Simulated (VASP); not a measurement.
Input of a VASP 6.6.1 run:

Contents of INCAR:

```
SYSTEM = Tc
ALGO     = Normal         ! electronic algorithm
EDIFF    = 1E-6           ! SCF threshold, eV
ENCUT    = 520            ! plane-wave cutoff, eV
GGA      = PS             ! functional
ISIF     = 2              ! what is computed and relaxed
ISMEAR   = -1             ! smearing method
LASPH    = .True.         ! aspherical terms in the spheres
LCHARG   = .False.        ! write CHGCAR
LREAL    = .False.        ! projectors in reciprocal space
LWAVE    = .False.        ! write WAVECAR
NBANDS   = 12             ! bands
NELM     = 60             ! most SCF steps
PREC     = Accurate       ! precision mode
SIGMA    = 0.03           ! smearing width, eV
```

The input KPOINTS:

```
k-points
0
Gamma
  18 18 18
  0 0 0
```

POSCAR

```
Tc
1.0
    0.0000000000      1.9169427664      1.9169427664
    1.9169427664      0.0000000000      1.9169427664
    1.9169427664      1.9169427664      0.0000000000
Tc
1
Direct
    0.0000000000      0.0000000000      0.0000000000
```

Potentials or basis: VASP PAW PBE potentials, release 64 (Tc_pv).

The run is started by

```bash
$ cat potpaw_PBE.64/Tc_pv/POTCAR > POTCAR
$ mpirun -np 1 vasp_std > vasp.out
```

(1) Estimate the band gap on the k mesh.

(2) What does it give for the pressure?

Results:

(1) zero (an odd number of electrons rules out a gap without spin polarisation).

(2) -1.0 GPa.

Caveat: the PAW data sets were made with another functional, which shifts forces and pressure a little.
